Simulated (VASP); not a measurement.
# P (P4/mmm) in VASP: settings compared

Aim: see how the results for P move with the level of theory and the settings. Levels: LDA, r2SCAN, PBE. Tasks: electric field gradients.

Everything below comes from runs of VASP 6.6.1. Logs are shortened: lines on timing, memory, paths and dates and some standing lists are left out, and cuts for length are marked.

## 1. The cell of the first run

Symmetry: P4/mmm, No. 123, tetragonal system. The conventional cell has a = 4.273 Å, b = 4.273 Å, c = 4.378 Å, α = 90.00°, β = 90.00°, γ = 90.00°. P (site symmetry 4/mmm) has 6 P at 4.27 to 4.38 Å within 5.6 Å.

## 2. Electric field gradients, LDA

Input file INCAR:

```
PREC = Accurate
ENCUT = 400
EDIFF = 1E-8
ISMEAR = -1
SIGMA = 0.08
LREAL = False
LASPH = True
NELM = 120
ALGO = Normal
ISIF = 2
LWAVE = False
LCHARG = False
GGA = CA
LEFG = True
NBANDS = 8
GGA_COMPAT = False
```

Input file KPOINTS:

```
regular mesh
0
Gamma
  10 10 9
```

Input file POSCAR:

```
P
1.0
    4.2729048574      0.0000000000      0.0000000000
    0.0000000000      4.2729048574      0.0000000000
    0.0000000000      0.0000000000      4.3780000000
P
1
Direct
    0.0000000000      0.0000000000      0.0000000000
```

Potentials or basis: VASP PAW LDA potentials, release 64 (P).

The run is started by

```
cat potpaw_LDA.64/P/POTCAR > POTCAR
mpirun -np 1 vasp_std > vasp.out
```

OUTCAR:

```text
PREC = Accurate
   ENCUT = 400
   EDIFF = 1E-8
   ISMEAR = -1
   LREAL = False
   LASPH = True
   NELM = 120
   ISIF = 2
   GGA = CA

 ion  position               nearest neighbor table
   1  0.000  0.000  0.000-

  LATTYP: Found a simple tetragonal cell.
 ALAT       =     4.2729048574
 C/A-ratio  =     1.0245957132

  Lattice vectors:

 A1 = (   4.2729048574,   0.0000000000,   0.0000000000)
 A2 = (   0.0000000000,   4.2729048574,   0.0000000000)
 A3 = (   0.0000000000,   0.0000000000,   4.3780000000)

Analysis of symmetry for initial positions (statically):
=====================================================================
 Subroutine PRICEL returns:
 Original cell was already a primitive cell.

 Routine SETGRP: Setting up the symmetry group for a
 simple tetragonal supercell.

 Subroutine GETGRP returns: Found 16 space group operations
 (whereof 16 operations were pure point group operations)
 out of a pool of 16 trial point group operations.

The static configuration has the point symmetry D_4h.

Analysis of symmetry for dynamics (positions and initial velocities):
=====================================================================
 Subroutine PRICEL returns:
 Original cell was already a primitive cell.

 Routine SETGRP: Setting up the symmetry group for a
 simple tetragonal supercell.

 Subroutine GETGRP returns: Found 16 space group operations
 (whereof 16 operations were pure point group operations)
 out of a pool of 16 trial point group operations.

The dynamic configuration has the point symmetry D_4h.

 Subroutine INISYM returns: Found 16 space group operations
 (whereof 16 operations are pure point group operations),
 and found     1 'primitive' translations

----------------------------------------------------------------------------------------

                                     Primitive cell

  volume of cell :      79.9323

  direct lattice vectors                    reciprocal lattice vectors
     4.272904857  0.000000000  0.000000000     0.234032826  0.000000000  0.000000000
     0.000000000  4.272904857  0.000000000     0.000000000  0.234032826  0.000000000
     0.000000000  0.000000000  4.378000000     0.000000000  0.000000000  0.228414801

  length of vectors
     4.272904857  4.272904857  4.378000000     0.234032826  0.234032826  0.228414801

  position of ions in fractional coordinates (direct lattice)
     0.000000000  0.000000000  0.000000000

  ion indices of the primitive-cell ions
   primitive index   ion index
                 1           1

----------------------------------------------------------------------------------------

 KPOINTS: regular mesh

Automatic generation of k-mesh.
 Grid dimensions read from file:
 generate k-points for:   10   10    9

 Generating k-lattice:

  Cartesian coordinates                     Fractional coordinates (reciprocal lattice)
     0.023403283  0.000000000  0.000000000     0.100000000  0.000000000  0.000000000
     0.000000000  0.023403283  0.000000000     0.000000000  0.100000000  0.000000000
     0.000000000  0.000000000  0.025379422     0.000000000  0.000000000  0.111111111

  Length of vectors
     0.023403283  0.023403283  0.025379422

  Shift w.r.t. Gamma in fractional coordinates (k-lattice)
     0.000000000  0.000000000  0.000000000

 Subroutine IBZKPT returns following result:
 ===========================================

 Found    105 irreducible k-points:

 Following reciprocal coordinates:
            Coordinates               Weight
  0.000000  0.000000  0.000000      1.000000
  0.100000  0.000000  0.000000      4.000000
  0.200000  0.000000  0.000000      4.000000
  0.300000  0.000000  0.000000      4.000000
  0.400000  0.000000  0.000000      4.000000
  0.500000  0.000000  0.000000      2.000000
[... 16 lines left out ...]
  0.100000  0.000000  0.111111      8.000000
  0.200000  0.000000  0.111111      8.000000
 [... further k-points ...]
   k-points           NKPTS =    105   k-points in BZ     NKDIM =    105   number of bands    NBANDS=      8
   number of dos      NEDOS =    301   number of ions     NIONS =      1
   total plane-waves  NPLWV =  23520
   dimension x,y,z NGX =    28 NGY =   28 NGZ =   30
   dimension x,y,z NGXF=    56 NGYF=   56 NGZF=   60
   ions per type =               1
   NGX,Y,Z   is equivalent  to a cutoff of  10.89, 10.89, 11.39 a.u.
   NGXF,Y,Z  is equivalent  to a cutoff of  21.79, 21.79, 22.78 a.u.
 SYSTEM =  unknown system
   PREC   = accura    normal or accurate (medium, high low for compatibility)
   ISTART =      0    job   : 0-new  1-cont  2-samecut
   ICHARG =      2    charge: 1-file 2-atom 10-const
   ISPIN  =      1    spin polarized calculation?
   LNONCOLLINEAR =      F non collinear calculations
   LSORBIT =      F    spin-orbit coupling
   LASPH  =      T    aspherical Exc in radial PAW
   ENCUT  =  400.0 eV  29.40 Ry    5.42 a.u.   6.97  6.97  7.14*2*pi/ulx,y,z
   NELM   =    120;   NELMIN=  2; NELMDL= -5     # of ELM steps
   EDIFF  = 0.1E-07   stopping-criterion for ELM
   LREAL  =      F    real-space projection
   EDIFFG = 0.1E-06   stopping-criterion for IOM
   NSW    =      0    number of steps for IOM
   IBRION =     -1    ionic relax: 0-MD 1-quasi-New 2-CG
   NFREE  =      0    steps in history (QN), initial steepest desc. (CG)
   ISIF   =      2    stress and relaxation
   ISYM   =      2    0-nonsym 1-usesym 2-fastsym
   POTIM  = 0.5000    time-step for ionic-motion
   TEBEG  =    0.0;   TEEND  =   0.0 temperature during run
   PSTRESS=    0.0 pullay stress
   NELECT =       5.0000    total number of electrons
   NUPDOWN=      -1.0000    fix difference up-down
   EMIN   =  10.00;   EMAX   =-10.00  energy-range for DOS
   EFERMI =   0.00;   METHOD = LEGACY
   ISMEAR =    -1;   SIGMA  =   0.08  broadening in eV -4-tet -1-fermi 0-gaus
   EFERMI_NEDOS =   21; number of points for ismear=-14 and -15
   IALGO  =     38    algorithm
   IMIX   =      4    mixing-type and parameters
     AMIX     =   0.40;   BMIX     =  1.00
     AMIX_MAG =   1.60;   BMIX_MAG =  1.00
  volume/ion in A,a.u.               =      79.93       539.41
  Fermi-wavevector in a.u.,A,eV,Ry     =   0.649866  1.228069  5.746099  0.422326
  Thomas-Fermi vector in A             =   1.718961
   LORBIT       =      0    0 simple, 1 ext, 2 COOP (PROOUT), +10 PAW based schemes
   GGA     = CA    functional components
   LHFCALC =     F    Hartree Fock is set to
   AEXX    =    0.0000 exact exchange contribution
   IVDW    =     0    specifies the selected vdW correction
   LEPSILON=     F    determine dielectric tensor
   LRPA    =     F    only Hartree local field effects (RPA)
 non-spin polarized calculation
  energy-cutoff  :      400.00
  volume of cell :       79.93
 maximum number of plane-waves:      1468
 NGX is ok and might be reduce to    28
   NGX = 13   NGY = 13   NGZ = 15

 number of electron       4.9999999 magnetization

 Free energy of the ion-electron system (eV)
  ---------------------------------------------------
  ext. energy  EPLUGINS =         0.00000000
  ---------------------------------------------------
  free energy    TOTEN  =        -1.29755001 eV

  energy without entropy =       -1.22569146  energy(sigma->0) =       -1.26162074

 E-fermi :  -3.2078     XC(G=0):  -5.3419

 val. band max:       -3.2103022942   @ k =   0.4000   0.3000   0.4444
 cond. band min:      -3.1972262235   @ k =   0.2000   0.2000   0.1111
 fundamental gap:      0.0130760707
 Fermi energy:        -3.2077517363

 k-point     1 :       0.0000    0.0000    0.0000
  band No.  band energies     occupation
      1     -11.9134      2.00000
      2      -2.7563      0.00706
      3      -2.6486      0.00184
      4      -2.6486      0.00184
      5       1.2010      0.00000
      6       4.1557      0.00000
      7       4.2447      0.00000
      8       8.8128      0.00000

 k-point     2 :       0.1000    0.0000    0.0000
  band No.  band energies     occupation
      1     -11.8975      2.00000
      2      -2.8260      0.01679
      3      -2.7420      0.00591
      4      -2.6349      0.00155
      5       1.3712      0.00000
      6       4.2256      0.00000
      7       4.3905      0.00000
      8       8.1328      0.00000

 k-point     3 :       0.2000    0.0000    0.0000
  band No.  band energies     occupation
      1     -11.8553      2.00000
      2      -3.2302      1.13942
      3      -2.7041      0.00368
      4      -2.5987      0.00099
      5       1.7772      0.00000
      6       4.3878      0.00000
      7       4.7264      0.00000
      8       7.3549      0.00000

 k-point     4 :       0.3000    0.0000    0.0000
  band No.  band energies     occupation
      1     -11.8014      2.00000
      2      -3.6521      1.99228
      3      -2.6558      0.00202
      4      -2.5527      0.00056
      5       2.2813      0.00000
      6       4.6137      0.00000
      7       4.8048      0.00000
      8       6.7361      0.00000

 k-point     5 :       0.4000    0.0000    0.0000
  band No.  band energies     occupation
      1     -11.7564      2.00000
      2      -3.9529      1.99982
      3      -2.6157      0.00122
      4      -2.5144      0.00034
      5       2.8120      0.00000
      6       4.4275      0.00000
      7       4.8356      0.00000
      8       6.3403      0.00000
[... 177 lines left out ...]
 k-point    22 :       0.0000    0.0000    0.1111
  band No.  band energies     occupation
      1     -11.8972      2.00000
      2      -2.9456      0.07270
      3      -2.6345      0.00154
      4      -2.6345      0.00154
      5       1.4052      0.00000
      6       4.3052      0.00000
      7       4.3150      0.00000
      8       8.1784      0.00000

 k-point    23 :       0.1000    0.0000    0.1111
  band No.  band energies     occupation
      1     -11.8815      2.00000
      2      -2.9351      0.06407
      3      -2.8016      0.01240
      4      -2.6210      0.00130
      5       1.5706      0.00000
      6       4.3629      0.00000
      7       4.4705      0.00000
      8       7.5144      0.00000

 k-point    24 :       0.2000    0.0000    0.1111
  band No.  band energies     occupation
      1     -11.8396      2.00000
      2      -3.2129      1.03193
      3      -2.8763      0.03126
      4      -2.5851      0.00083
      5       1.9637      0.00000
      6       4.5049      0.00000
      7       4.8100      0.00000
      8       6.7760      0.00000

 [... further k-points ...]

------------------------ aborting loop because EDIFF is reached ----------------------------------------

  FORCE on cell =-STRESS in cart. coord.  units (eV):
  Direction    XX          YY          ZZ          XY          YZ          ZX
  --------------------------------------------------------------------------------------
  -------------------------------------------------------------------------------------
  Total       -2.1017849     -2.1017849     -1.8655103      0.0000000      0.0000000      0.0000000
  in kB      -42.1285623    -42.1285623    -37.3926321      0.0000000      0.0000000      0.0000000
  external PRESSURE =     -40.5499189 kB  Pullay stress =       0.0000000 kB

 VOLUME and BASIS-vectors are now :
 -----------------------------------------------------------------------------
  energy-cutoff  :      400.00
  volume of cell :       79.93
      direct lattice vectors                 reciprocal lattice vectors
     4.272904857  0.000000000  0.000000000     0.234032826  0.000000000  0.000000000
     0.000000000  4.272904857  0.000000000     0.000000000  0.234032826  0.000000000
     0.000000000  0.000000000  4.378000000     0.000000000  0.000000000  0.228414801

 POSITION                                       TOTAL-FORCE (eV/Angst)
 -----------------------------------------------------------------------------------
      0.00000      0.00000      0.00000         0.000000      0.000000      0.000000
 -----------------------------------------------------------------------------------
    total drift:                               -0.000000      0.000000     -0.000000

  FREE ENERGIE OF THE ION-ELECTRON SYSTEM (eV)
  ---------------------------------------------------
  free  energy   TOTEN  =        -1.2975500100 eV

  energy  without entropy=       -1.2256914647  energy(sigma->0) =       -1.26162074

 Electric field gradients (V/A^2)
---------------------------------------------------------------------
 ion       V_xx      V_yy      V_zz      V_xy      V_xz      V_yz
---------------------------------------------------------------------
   1       0.260     0.260    -0.519     0.000     0.000    -0.000
---------------------------------------------------------------------

 Electric field gradients after diagonalization (V/A^2)
 (convention: |V_zz| > |V_xx| > |V_yy|)
----------------------------------------------------------------------
 ion       V_xx      V_yy      V_zz     asymmetry (V_yy - V_xx)/ V_zz
----------------------------------------------------------------------
   1       0.260     0.260    -0.519       0.000
----------------------------------------------------------------------

           NMR quadrupolar parameters

 Cq : quadrupolar parameter    Cq=e*Q*V_zz/h
 eta: asymmetry parameters     (V_yy - V_xx)/ V_zz
 Q  : nuclear electric quadrupole moment in mb (millibarn)
----------------------------------------------------------------------
 ion       Cq(MHz)       eta       Q (mb)
----------------------------------------------------------------------
   1      -0.001       0.000       1.000
----------------------------------------------------------------------
```

Wall time 44 s (1 thread of Intel Xeon 8259CL, shared host); peak memory 0.16 GiB.

Results:

| Property | Result |
| --- | --- |
| Free energy | -1.2976 eV |
| Pressure | -4.1 GPa |
| Band gap on the k mesh | zero (an odd number of electrons rules out a gap without spin polarisation) |
| Largest electric field gradient by atom | P -0.5 V/Å² |

Stress tensor (GPa, compression positive):
```
-4.21  0.00  0.00
 0.00 -4.21  0.00
 0.00  0.00 -3.74
```

Electric field gradients, principal values (V/Å²):
| atom | least | middle | greatest (by size) |
| --- | --- | --- | --- |
| 1 P | 0.260 | 0.260 | -0.519 |

Caveat: the cell stands under tension; without QUAD_EFG the Cq values of the log hold for a quadrupole moment of 1 mb, not for the nuclei.

(Part 1 of 3 ends here.)
